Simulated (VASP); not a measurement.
# CsPbBr3 (Pm-3m) in VASP: single point with PBE+D3(BJ)

Aim: the single point of CsPbBr3 with PBE+D3(BJ).

All numbers are computed with VASP 6.6.1; they aren't measurements. Logs are shortened: lines on timing, memory, paths and dates and some standing lists are left out, and cuts for length are marked.

## Step 1: The cell of the first run

The structure is cubic, space group Pm-3m (No. 221). The conventional cell has a = 5.920 Å, b = 5.920 Å, c = 5.920 Å, α = 90.00°, β = 90.00°, γ = 90.00°. Within 5.5 Å of Cs (site symmetry m-3m) lie 12 Br at 4.19 Å and 8 Pb at 5.13 Å. Pb (site symmetry m-3m) has 6 Br at 2.96 Å within 3.9 Å. Within 3.9 Å of Br (site symmetry 4/mmm) lie 2 Pb at 2.96 Å.

## Step 2: Single point, PBE+D3(BJ)

Contents of INCAR:

```
PREC = Accurate
ENCUT = 520
EDIFF = 1E-6
ISMEAR = 0
SIGMA = 0.02
LREAL = False
LASPH = True
NELM = 60
ALGO = Normal
ISIF = 2
LWAVE = False
LCHARG = False
GGA = PE
IVDW = 12
NBANDS = 30
```

Contents of KPOINTS:

```
regular mesh
0
Gamma
  6 6 6
```

Contents of POSCAR:

```
CsPbBr3
1.0
    5.9203444264      0.0000000000      0.0000000000
    0.0000000000      5.9203444264      0.0000000000
    0.0000000000      0.0000000000      5.9203444264
Cs Pb Br
1 1 3
Direct
    0.0000000000      0.0000000000      0.0000000000
    0.5000000000      0.5000000000      0.5000000000
    0.0000000000      0.5000000000      0.5000000000
    0.5000000000      0.0000000000      0.5000000000
    0.5000000000      0.5000000000      0.0000000000
```

Potentials or basis: VASP PAW PBE potentials, release 64 (Cs_sv, Pb_d, Br).

Command:

```bash
cat potpaw_PBE.64/Cs_sv/POTCAR potpaw_PBE.64/Pb_d/POTCAR potpaw_PBE.64/Br/POTCAR > POTCAR
mpirun -np 1 vasp_std > vasp.out
```

OUTCAR:

```text
PREC = Accurate
   ENCUT = 520
   EDIFF = 1E-6
   ISMEAR = 0
   LREAL = False
   LASPH = True
   NELM = 60
   ISIF = 2
   GGA = PE
   IVDW = 12
 IVDW          = 12

 ion  position               nearest neighbor table
   1  0.000  0.000  0.000-
   2  0.500  0.500  0.500-   3 2.96   4 2.96   5 2.96   5 2.96   4 2.96   3 2.96
   3  0.000  0.500  0.500-   2 2.96   2 2.96
   4  0.500  0.000  0.500-   2 2.96   2 2.96
   5  0.500  0.500  0.000-   2 2.96   2 2.96

  LATTYP: Found a simple cubic cell.
 ALAT       =     5.9203444264

  Lattice vectors:

 A1 = (   5.9203444264,   0.0000000000,   0.0000000000)
 A2 = (   0.0000000000,   5.9203444264,   0.0000000000)
 A3 = (   0.0000000000,   0.0000000000,   5.9203444264)

Analysis of symmetry for initial positions (statically):
=====================================================================
 Subroutine PRICEL returns:
 Original cell was already a primitive cell.

 Routine SETGRP: Setting up the symmetry group for a
 simple cubic supercell.

 Subroutine GETGRP returns: Found 48 space group operations
 (whereof 48 operations were pure point group operations)
 out of a pool of 48 trial point group operations.

The static configuration has the point symmetry O_h .

Analysis of symmetry for dynamics (positions and initial velocities):
=====================================================================
 Subroutine PRICEL returns:
 Original cell was already a primitive cell.

 Routine SETGRP: Setting up the symmetry group for a
 simple cubic supercell.

 Subroutine GETGRP returns: Found 48 space group operations
 (whereof 48 operations were pure point group operations)
 out of a pool of 48 trial point group operations.

The dynamic configuration has the point symmetry O_h .

 Subroutine INISYM returns: Found 48 space group operations
 (whereof 48 operations are pure point group operations),
 and found     1 'primitive' translations

----------------------------------------------------------------------------------------

                                     Primitive cell

  volume of cell :     207.5109

  direct lattice vectors                    reciprocal lattice vectors
     5.920344426  0.000000000  0.000000000     0.168909092  0.000000000  0.000000000
     0.000000000  5.920344426  0.000000000     0.000000000  0.168909092  0.000000000
     0.000000000  0.000000000  5.920344426     0.000000000  0.000000000  0.168909092

  length of vectors
     5.920344426  5.920344426  5.920344426     0.168909092  0.168909092  0.168909092
[... 84 lines left out ...]
   EDIFFG = 0.1E-04   stopping-criterion for IOM
   NSW    =      0    number of steps for IOM
   IBRION =     -1    ionic relax: 0-MD 1-quasi-New 2-CG
   NFREE  =      0    steps in history (QN), initial steepest desc. (CG)
   ISIF   =      2    stress and relaxation
   ISYM   =      2    0-nonsym 1-usesym 2-fastsym
   POTIM  = 0.5000    time-step for ionic-motion
   TEBEG  =    0.0;   TEEND  =   0.0 temperature during run
   PSTRESS=    0.0 pullay stress
   NELECT =      44.0000    total number of electrons
   NUPDOWN=      -1.0000    fix difference up-down
   EMIN   =  10.00;   EMAX   =-10.00  energy-range for DOS
   EFERMI =   0.00;   METHOD = LEGACY
   ISMEAR =     0;   SIGMA  =   0.02  broadening in eV -4-tet -1-fermi 0-gaus
   EFERMI_NEDOS =   21; number of points for ismear=-14 and -15
   IALGO  =     38    algorithm
   IMIX   =      4    mixing-type and parameters
     AMIX     =   0.40;   BMIX     =  1.00
     AMIX_MAG =   1.60;   BMIX_MAG =  1.00
  volume/ion in A,a.u.               =      41.50       280.07
  Fermi-wavevector in a.u.,A,eV,Ry     =   0.976215  1.844779 12.966290  0.952995
  Thomas-Fermi vector in A             =   2.106816
   LORBIT       =      0    0 simple, 1 ext, 2 COOP (PROOUT), +10 PAW based schemes
   GGA     = PE    functional components
   LHFCALC =     F    Hartree Fock is set to
   AEXX    =    0.0000 exact exchange contribution
   IVDW    =    12    specifies the selected vdW correction
   LEPSILON=     F    determine dielectric tensor
   LRPA    =     F    only Hartree local field effects (RPA)
 non-spin polarized calculation
 Gauss-broadening in eV      SIGMA  =   0.02
  energy-cutoff  :      520.00
  volume of cell :      207.51
 maximum number of plane-waves:      5632
 NGX is ok and might be reduce to    48
   NGX = 23   NGY = 23   NGZ = 23

 number of electron      43.9999992 magnetization

 Free energy of the ion-electron system (eV)
  ---------------------------------------------------
  ext. energy  EPLUGINS =         0.00000000
  ---------------------------------------------------
  free energy    TOTEN  =       -15.87394841 eV

  energy without entropy =      -15.87394841  energy(sigma->0) =      -15.87394841

 E-fermi :   1.1218     XC(G=0):  -7.5334

 val. band max:        1.0259117225   @ k =   0.5000   0.5000   0.5000
 cond. band min:       2.6625777466   @ k =   0.5000   0.5000   0.5000
 fundamental gap:      1.6366660240
 Fermi energy:         1.1217819457

 k-point     1 :       0.0000    0.0000    0.0000
  band No.  band energies     occupation
      1     -20.3574      2.00000
      2     -15.7532      2.00000
      3     -15.7532      2.00000
      4     -15.6135      2.00000
      5     -15.6135      2.00000
      6     -15.6135      2.00000
[... 649 lines left out ...]
     29       6.3136      0.00000
     30       7.4874      0.00000

------------------------ aborting loop because EDIFF is reached ----------------------------------------

 Edisp (eV)   -1.06912

 E8    (eV) :    -0.5095

  FORCE on cell =-STRESS in cart. coord.  units (eV):
  Direction    XX          YY          ZZ          XY          YZ          ZX
  --------------------------------------------------------------------------------------
  -------------------------------------------------------------------------------------
  Total       0.02358     0.02358     0.02358    -0.00000     0.00000    -0.00000
  in kB       0.18203     0.18203     0.18203    -0.00000     0.00000    -0.00000
  external pressure =        0.18 kB  Pullay stress =        0.00 kB

 VOLUME and BASIS-vectors are now :
 -----------------------------------------------------------------------------
  energy-cutoff  :      520.00
  volume of cell :      207.51
      direct lattice vectors                 reciprocal lattice vectors
     5.920344426  0.000000000  0.000000000     0.168909092  0.000000000  0.000000000
     0.000000000  5.920344426  0.000000000     0.000000000  0.168909092  0.000000000
     0.000000000  0.000000000  5.920344426     0.000000000  0.000000000  0.168909092

 POSITION                                       TOTAL-FORCE (eV/Angst)
 -----------------------------------------------------------------------------------
      0.00000      0.00000      0.00000         0.000000      0.000000      0.000000
      2.96017      2.96017      2.96017         0.000000      0.000000      0.000000
      0.00000      2.96017      2.96017         0.000000      0.000000      0.000000
      2.96017      0.00000      2.96017         0.000000      0.000000      0.000000
      2.96017      2.96017      0.00000         0.000000      0.000000      0.000000
 -----------------------------------------------------------------------------------
    total drift:                                0.000000     -0.000000     -0.000000

  FREE ENERGIE OF THE ION-ELECTRON SYSTEM (eV)
  ---------------------------------------------------
  free  energy   TOTEN  =       -16.9430670737 eV

  energy  without entropy=      -16.9430670737  energy(sigma->0) =      -16.94306707
```

stdout:

```text
POSCAR found type information on POSCAR CsPbBr
 POSCAR found :  3 types and       5 ions
 scaLAPACK will be used
 LDA part: xc-table for (Slater+PW92), standard interpolation
 POSCAR, INCAR and KPOINTS ok, starting setup
 FFT: planning ... GRIDC
 FFT: planning ... GRID_SOFT
 FFT: planning ... GRID
 WAVECAR not read
 entering main loop
```

It took 46 s on 1 thread of Intel Xeon 6975P-C (Granite Rapids), shared host; peak memory 0.39 GiB.

What came out:

```yaml
Free_energy: -16.9431 eV
Pressure: 0.0 GPa
Band_gap_on_the_k_mesh: 1.64 eV, direct
Dispersion_energy_per_atom: -0.214 eV
```

Caveat: spin-orbit coupling is left out, which moves the levels of the heavy elements.
